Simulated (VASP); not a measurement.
Write the native input for VASP 6.6.1 that does the following.

| Item | Value |
| --- | --- |
| Task | single point |
| Functional | LDA |
| Potentials or basis | VASP PAW LDA potentials, release 64 (Rh_pv) |
| Cutoff | 520 eV |
| k mesh | 22 × 22 × 22 |
| Occupations | gaussian, width 0.15 eV |
| Spin | no spin polarisation |
| Dipole correction | no |
| Further INCAR settings | ALGO = Fast; EDIFF = 1e-06; NBANDS = 14 |

The structure of Rh lies in POSCAR:

```
Rh
1.0
    0.0000000000      2.1860944436      1.6052491499
    2.1860944436      0.0000000000      1.6052491499
    2.1860944436      2.1860944436      0.0000000000
Rh
1
Direct
    0.0000000000      0.0000000000      0.0000000000
```

These files were run (other wordings do the same):

INCAR

```
SYSTEM = Rh
PREC = Accurate
ENCUT = 520
EDIFF = 1E-6
ISMEAR = 0
SIGMA = 0.15
LREAL = .False.
LASPH = .True.
NELM = 100
ALGO = Fast
ISIF = 2
LWAVE = .False.
LCHARG = .False.
NBANDS = 14
```

KPOINTS

```
Automatic mesh
0
Gamma
  22 22 22
  0 0 0
```

Potentials or basis: VASP PAW LDA potentials, release 64 (Rh_pv).

Run with:

```sh
$ cat potpaw_LDA.64/Rh_pv/POTCAR > POTCAR
$ mpirun -np 1 vasp_std > vasp.out
```

Results of the run:

```
Pressure               : -25.5 GPa
Band gap on the k mesh : zero (an odd number of electrons rules out a gap without spin polarisation)
```

Caveat: the stress differs along the axes, from -28 to -20 GPa.

Run time: 82 s on 1 thread of AMD EPYC 9R45 (Zen 5) (shared host), peak memory 0.22 GiB.
